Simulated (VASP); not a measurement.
# Ge2Sb2Te5: single point with BLYP

Crystal: Ge2Sb2Te5.

```
CELL_PARAMETERS angstrom
4.42105 0.00000 0.00000
-2.21052 3.82874 0.00000
0.00000 0.00000 21.06397
ATOMIC_POSITIONS crystal
Te 0.66667 0.33333 0.34809
Te 0.33333 0.66667 0.65191
Te 0.33333 0.66667 0.16745
Te 0.66667 0.33333 0.83255
Te 0.00000 0.00000 0.00000
Sb 0.00000 0.00000 0.26809
Sb 0.00000 0.00000 0.73191
Ge 0.66667 0.33333 0.08598
Ge 0.33333 0.66667 0.91402
```

| Property | Result |
| --- | --- |
| Program | VASP 6.6.1 |
| Task | single point |
| Functional | BLYP |
| Potentials or basis | VASP PAW PBE potentials, release 64 (Te, Sb, Ge_d) |
| Cutoff | 520 eV |
| k mesh | 5 × 5 × 2 |
| Occupations | fermi-dirac, width 0.05 eV |
| Spin | no spin polarisation |
| Dipole correction | no |
| Further INCAR settings | ALGO = Normal; EDIFF = 1e-06; NBANDS = 44 |

| Item | Value |
| --- | --- |
| Pressure | 0.1 GPa |
| Largest force | 0.038 eV/Å |
| Band gap on the k mesh | 0.94 eV (least direct gap 1.10 eV) |

Forces in eV/Å, atoms in the order of the input:
```
Te   0.000  0.000  0.038
Te   0.000  0.000 -0.038
Te   0.000  0.000  0.003
Te   0.000  0.000 -0.003
Te   0.000  0.000  0.000
Sb   0.000  0.000 -0.032
Sb   0.000  0.000  0.032
Ge   0.000  0.000  0.002
Ge   0.000  0.000 -0.002
```

Levels at points of the mesh, in eV from the valence-band top:
| k point | band 31 | band 32 | band 33 | band 34 | band 35 | band 36 | band 37 | band 38 |
| --- | --- | --- | --- | --- | --- | --- | --- | --- |
| (0.00, 0.00, 0.00) | -0.51 | -0.51 | -0.47 | -0.16 | 0.94 | 1.07 | 1.07 | 1.29 |
| (0.00, 0.00, 0.50) | -0.51 | -0.51 | -0.42 | -0.17 | 0.94 | 1.07 | 1.07 | 1.28 |

Run time: 3.6 min on 1 thread of Intel(R) Xeon(R) 6975P-C (Granite Rapids), on a shared host, peak memory 0.55 GiB.

Caveat: the PAW data sets were made with another functional, which shifts forces and pressure a little; spin-orbit coupling is left out, which moves the levels of the heavy elements. A k mesh can miss the band edges.
